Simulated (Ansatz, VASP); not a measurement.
## Two plane-wave programs on Na

INCAR

```
SYSTEM = Na
  PREC = Accurate
  ENCUT = 520
  EDIFF = 1E-6
  ISMEAR = -1
  SIGMA = 0.1
  LREAL = .False.
  LASPH = .True.
  NELM = 80
  ALGO = Normal
  ISIF = 2
  LWAVE = .False.
  LCHARG = .False.
  GGA = PE
  NBANDS = 10
```

The input KPOINTS:

```
Automatic mesh
0
Gamma
  10 10 10
  0 0 0
```

The input POSCAR:

```
Na
1.0
    3.3682863539      0.0000000000      0.0000000000
    0.0000000000      3.3682863539      0.0000000000
    0.0000000000      0.0000000000      3.3682863539
Na
1
Direct
    0.0000000000      0.0000000000      0.0000000000
```

Input for Ansatz:

```yaml
crystal:
  lattice:
    - [3.3682863539, 0.0, 0.0]
    - [0.0, 3.3682863539, 0.0]
    - [0.0, 0.0, 3.3682863539]
  atoms:
    - { symbol: Na, position: [0.0, 0.0, 0.0] }
hamiltonian:
  xc: pbe
  pseudopotentials:
    kind: paw
    azcp:
      Na: "pseudopotentials/Na.paw.azcp"
basis:
  ecutwfc: 420
  fft_grid_basis: typed
kpoints:
  mp_grid: { grid: [10, 10, 10], shift: [0, 0, 0] }
magnetization:
  spin_polarized: false
scf:
  occupations: { method: fermi_dirac, width: 0.1 }
  lower_state_search: "off"
output:
  stress: true
```

Alike in both runs: task single point; functional PBE; k mesh 10 × 10 × 10; occupations fermi-dirac, width 0.1 eV; no spin polarisation.

|  | VASP | Ansatz |
| --- | --- | --- |
| version | VASP 6.6.1 | Ansatz 0.2.0 |
| potentials or method | VASP PAW PBE potentials, release 64 (Na_pv), cutoff 520 eV | plane waves (420 eV) with PAW, scalar-relativistic |
| valence electrons in the cell | 7 | 9 |

```tsv
	VASP	Ansatz	Ansatz less VASP
pressure (GPa)	0.3	0.3	0.00
```

The functional is the same, so the differences come from potentials, cutoffs and numerics. VASP's potentials hold 7 valence electrons a cell and Ansatz's 9, so a difference there can come from the potentials and not from the codes.
